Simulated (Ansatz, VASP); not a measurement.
**Pb in VASP and in Ansatz**

File INCAR:

```
SYSTEM = Pb
PREC = Accurate
ENCUT = 520
EDIFF = 1E-7
ISMEAR = -1
SIGMA = 0.1
LREAL = .FALSE.
LASPH = .TRUE.
NELM = 60
ALGO = Normal
ISIF = 2
LWAVE = .FALSE.
LCHARG = .FALSE.
GGA = B5
ALDAX = 1.0
AGGAX = 1.0
AGGAC = 1.0
ALDAC = 0.0
NBANDS = 21
```

Contents of KPOINTS:

```
Automatic mesh
0
G
  9 9 9
  0 0 0
```

File POSCAR:

```
Pb
1.0
    0.0000000000      3.5198894046      3.5198894046
    3.5198894046      0.0000000000      3.5198894046
    3.5198894046      3.5198894046      0.0000000000
Pb
2
Direct
    0.1250000000      0.1250000000      0.1250000000
    0.8750000000      0.8750000000      0.8750000000
```

Input for Ansatz:

```yaml
crystal:
  lattice:
    - [0.0, 3.5198894046, 3.5198894046]
    - [3.5198894046, 0.0, 3.5198894046]
    - [3.5198894046, 3.5198894046, 0.0]
  atoms:
    - { symbol: Pb, position: [0.125, 0.125, 0.125] }
    - { symbol: Pb, position: [0.875, 0.875, 0.875] }
hamiltonian:
  xc: blyp
  pseudopotentials:
    kind: paw
    azcp:
      Pb: "pseudopotentials/Pb.paw.azcp"
basis:
  ecutwfc: 420
  fft_grid_basis: typed
kpoints:
  mp_grid: { grid: [9, 9, 9], shift: [0, 0, 0] }
magnetization:
  spin_polarized: false
scf:
  occupations: { method: fermi_dirac, width: 0.1 }
  lower_state_search: "off"
output:
  stress: true
  write_density: true
  write_potential: true
  elf: true
  volumetric_format: npy
```

Alike in both runs: task single point; functional BLYP; k mesh 9 × 9 × 9; occupations fermi-dirac, width 0.1 eV; no spin polarisation.

|  | VASP | Ansatz |
| --- | --- | --- |
| version | VASP 6.6.1 | Ansatz 0.2.0 |
| potentials or method | VASP PAW PBE potentials, release 64 (Pb_d), cutoff 520 eV | plane waves (420 eV) with PAW, scalar-relativistic |
| valence electrons in the cell | 28 | 28 |

|  | VASP | Ansatz | Ansatz less VASP |
| --- | --- | --- | --- |
| pressure (GPa) | 2.2 | 2.1 | -0.04 |

VASP's potentials were made for PBE, not for BLYP. The functional is the same, so the differences come from potentials, cutoffs and numerics.

Neither program's run includes spin-orbit coupling.
